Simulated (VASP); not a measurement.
Runs of VASP 6.6.1 on Mg2GeN3. The structure is that of space group P-3m1 (No. 164), or close to it. The cells are those of the table. 

```tsv
task	cell	k mesh	cutoff (eV)	smearing	gap on the mesh (eV)	pressure (GPa)	largest force (eV/Å)
relaxation of cell and atoms	relaxed from a = 3.480, b = 3.480, c = 8.551 Å, angles 90.0, 90.0, 120.0°, 6 atoms	5 × 5 × 2	600	gaussian 0.2 eV	none	-0.2	0.06
single point	a = 3.003, b = 3.003, c = 7.729 Å, angles 90.0, 90.0, 120.0°, 6 atoms	12 × 12 × 4	520	gaussian 0.1 eV	none	-0.3	0.04
single point	a = 2.944, b = 2.944, c = 7.560 Å, angles 90.0, 90.0, 120.0°, 6 atoms	12 × 12 × 4	520	gaussian 0.1 eV	none	11.0	(a)
single point	a = 3.060, b = 3.060, c = 7.891 Å, angles 90.0, 90.0, 120.0°, 6 atoms	12 × 12 × 4	520	gaussian 0.1 eV	none	-8.4	0.04
```

Alike in all rows: level PBE; potentials or basis VASP PAW PBE potentials, release 64 (Mg, Ge_d, N); no spin polarisation.

Estimate the missing entries.

(a) 0.03.

Caveats: some runs use coarse meshes; the relaxation stopped at a loose force limit of 0.08 eV/Å, so its end isn't a converged minimum (some runs).

A k mesh can miss the band edges, and the runs leave out spin-orbit coupling on Ge.

A gap of «none» marks levels without a gap at the run's occupations.
